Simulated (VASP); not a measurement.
Input of a VASP 6.6.1 run:

The input INCAR:

```
PREC = Accurate ; ENCUT = 520
EDIFF = 1E-6 ; ISMEAR = 0
SIGMA = 0.01 ; LREAL = F
LASPH = T ; NELM = 80
ALGO = Normal ; ISIF = 2
LWAVE = F ; LCHARG = F
GGA = PE ; NBANDS = 14
```

The input KPOINTS:

```
Automatic mesh
0
Gamma
  4 4 4
```

Contents of POSCAR:

```
NaI
1.0
    4.0405366006      0.0000000000      0.0000000000
    0.0000000000      4.0405366006      0.0000000000
    0.0000000000      0.0000000000      4.0405366006
Na I
1 1
Direct
    0.0000000000      0.0000000000      0.0000000000
    0.5000000000      0.5000000000      0.5000000000
```

Potentials or basis: VASP PAW PBE potentials, release 64 (Na_pv, I).

Command:

```sh
$ cat potpaw_PBE.64/Na_pv/POTCAR potpaw_PBE.64/I/POTCAR > POTCAR
$ mpirun -np 1 vasp_std > vasp.out
```

Task: Estimate the pressure.

Result: 0.5 GPa.

Task: Estimate the band gap on the k mesh.

Result: 2.29 eV (least direct gap 2.78 eV).

Caveat: the structure was generated, so it needn't be the stable form of NaI; spin-orbit coupling is left out, which moves the levels of the heavy elements. A k mesh can miss the band edges.
